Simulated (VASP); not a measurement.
Input of a VASP 6.6.1 run:

The input INCAR:

```
SYSTEM = Ge4H
PREC     = Accurate       ! precision mode
ENCUT    = 520            ! plane-wave cutoff, eV
EDIFF    = 1E-6           ! SCF threshold, eV
ISMEAR   = 0              ! smearing method
SIGMA    = 0.1            ! smearing width, eV
LREAL    = .False.        ! projectors in reciprocal space
LASPH    = .True.         ! aspherical terms in the spheres
NELM     = 60             ! most SCF steps
ALGO     = Normal         ! electronic algorithm
ISIF     = 2              ! what is computed and relaxed
LWAVE    = .False.        ! write WAVECAR
LCHARG   = .False.        ! write CHGCAR
LDIPOL   = .True.       
IDIPOL   = 3            
DIPOL    = 0.5 0.5 0.336
GGA      = PE             ! functional
IVDW     = 12             ! dispersion correction
NBANDS   = 36             ! bands
```

The input KPOINTS:

```
Automatic mesh
0
Gamma
  7 7 1
  0 0 0
```

File POSCAR:

```
Ge4H
1.0
    4.0303587907      0.0000000000      0.0000000000
    0.0000000000      4.0303587907      0.0000000000
    0.0000000000      0.0000000000     21.6416627718
Ge H
4 1
Direct
    0.0000000000      0.5000000000      0.1848286817
    0.0000000000      0.0000000000      0.2506714513
    0.5000000000      0.0000000000      0.3196569899
    0.5000000000      0.5000000000      0.3854446333
    1.0000000000      0.7500000000      0.5379282957
```

Potentials or basis: VASP PAW PBE potentials, release 64 (Ge_d, H).

Command:

```sh
$ cat potpaw_PBE.64/Ge_d/POTCAR potpaw_PBE.64/H/POTCAR > POTCAR
$ mpirun -np 1 vasp_std > vasp.out
```

Problem. What does it give for the largest force?

Solution. 0.371 eV/Å.

Problem. Predict the dispersion energy per atom.

Solution. -0.176 eV.

Problem. Predict the band gap on the k mesh.

Solution. Zero (an odd number of electrons rules out a gap without spin polarisation).

Forces on the atoms (eV/Å):
```
Ge   0.000  0.004 -0.082
Ge   0.000  0.025  0.124
Ge   0.000 -0.043  0.006
Ge   0.000  0.119  0.308
H    0.000 -0.104 -0.356
```
